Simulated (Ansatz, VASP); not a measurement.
Si2C: VASP beside Ansatz

File INCAR:

```
SYSTEM = Si2C
  ALGO = Normal
  EDIFF = 1E-7
  ENCUT = 520
  GGA = PE
  ISIF = 2
  ISMEAR = 0
  LASPH = .TRUE.
  LCHARG = .TRUE.
  LELF = .TRUE.
  LREAL = .FALSE.
  LVHAR = .TRUE.
  LWAVE = .FALSE.
  NBANDS = 21
  NELM = 60
  PREC = Accurate
  SIGMA = 0.1
```

Contents of KPOINTS:

```
k-points
0
G
  6 6 2
  0 0 0
```

File POSCAR:

```
Si2C
1.0
    2.7517682300      0.0000000000      0.0000000000
   -1.3758841100      2.3831011900      0.0000000000
    0.0000000000      0.0000000000     10.8481614500
Si C
4 2
Direct
    0.3333333300      0.6666666700      0.6209999900
    0.6666666700      0.3333333300      0.1209999900
    0.3333333300      0.6666666700      0.8790000100
    0.6666666700      0.3333333300      0.3790000100
    0.3333333300      0.6666666700      0.2500000000
    0.6666666700      0.3333333300      0.7500000000
```

Input for Ansatz:

```yaml
crystal:
  lattice:
    - [2.75176823, 0.0, 0.0]
    - [-1.37588411, 2.38310119, 0.0]
    - [0.0, 0.0, 10.84816145]
  atoms:
    - { symbol: Si, position: [0.33333333, 0.66666667, 0.62099999] }
    - { symbol: Si, position: [0.66666667, 0.33333333, 0.12099999] }
    - { symbol: Si, position: [0.33333333, 0.66666667, 0.87900001] }
    - { symbol: Si, position: [0.66666667, 0.33333333, 0.37900001] }
    - { symbol: C, position: [0.33333333, 0.66666667, 0.25] }
    - { symbol: C, position: [0.66666667, 0.33333333, 0.75] }
basis:
  ecutwfc: 420
kpoints:
  mp_grid: { grid: [6, 6, 2] }
hamiltonian:
  xc: pbe
scf:
  occupations: { method: gaussian, width: 0.1 }
  lower_state_search: "off"
output:
  forces: true
  stress: true
  eigenvalues: true
```

Change from the starting cell: species swapped into the WSe2 type (P6_3/mmc, No. 194).

Alike in both runs: task single point; functional PBE; k mesh 6 × 6 × 2; occupations gaussian, width 0.1 eV; no spin polarisation.

|  | VASP | Ansatz |
| --- | --- | --- |
| version | VASP 6.6.1 | Ansatz 0.2.0 |
| potentials or method | VASP PAW PBE potentials, release 64 (Si, C), cutoff 520 eV | scalar-relativistic, plane waves, PAW |
| valence electrons in the cell | 24 | 24 |

```csv
,VASP,Ansatz,Ansatz less VASP
gap on the k mesh at the Fermi level (eV),none,none,-
pressure (GPa),-4.5,-4.5,-0.05
"traceless stress, the component that is largest in VASP (GPa)",-14.01,-14.09,-0.077
rms of the force components (eV/Å),0.789,0.791,+0.0019
```

Atom by atom the forces differ by 0.002 eV/Å (rms over components). A gap of «none» marks a metal or a gap that the smearing closes.

The k mesh is coarse, so the values compare programs but aren't converged.
